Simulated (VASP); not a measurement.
**Na2B3: single point with PBE**

Na2B3:

```
Na B
1.0
     2.99027    0.00000    0.00000
    -1.49513    2.58965    0.00000
     0.00000    0.00000    8.62785
Na B
2 3
Direct
  0.66667 0.33333 0.80862
  0.33333 0.66667 0.19138
  0.33333 0.66667 0.55318
  0.66667 0.33333 0.44682
  0.00000 0.00000 0.50000
```

```json
{
 "Program": "VASP 6.6.1",
 "Task": "single point",
 "Functional": "PBE",
 "Potentials or basis": "VASP PAW PBE potentials, release 64 (Na_pv, B)",
 "Cutoff": "520 eV",
 "k mesh": "6 × 6 × 2",
 "Occupations": "gaussian, width 0.1 eV",
 "Spin": "no spin polarisation"
}
```

| Quantity | Value |
| --- | --- |
| Pressure | -0.1 GPa |
| Largest force | 0.009 eV/Å |

Forces on the atoms (eV/Å):
```
Na   0.000  0.000 -0.009
Na   0.000  0.000  0.009
B    0.000  0.000 -0.008
B    0.000  0.000  0.008
B    0.000  0.000  0.000
```

Levels at points of the mesh, in eV from the Fermi level:
```
           k point  band 8  band 9  band 10  band 11  band 12  band 13  band 14  band 15  band 16  band 17
(0.00, 0.00, 0.00)   -7.81   -3.74    -1.94    -1.94    -0.76    -0.76    -0.55     0.35     6.81     7.06
(0.50, 0.00, 0.00)  -11.77   -6.38    -3.61    -2.71     1.28     1.37     1.87     3.43     5.11     5.81
(0.00, 0.00, 0.50)   -7.84   -2.92    -2.49    -1.94    -1.94    -0.77    -0.77     2.90     4.05     7.16
(0.50, 0.00, 0.50)  -11.77   -6.38    -3.61    -2.73     1.31     1.75     2.15     2.67     3.81     5.88
```

Run time: 7.4 s on 1 thread of Intel(R) Xeon(R) 6975P-C (Granite Rapids), with other jobs on the host, peak memory 0.18 GiB.

Caveat: the k points lie up to 0.40 Å⁻¹ apart.
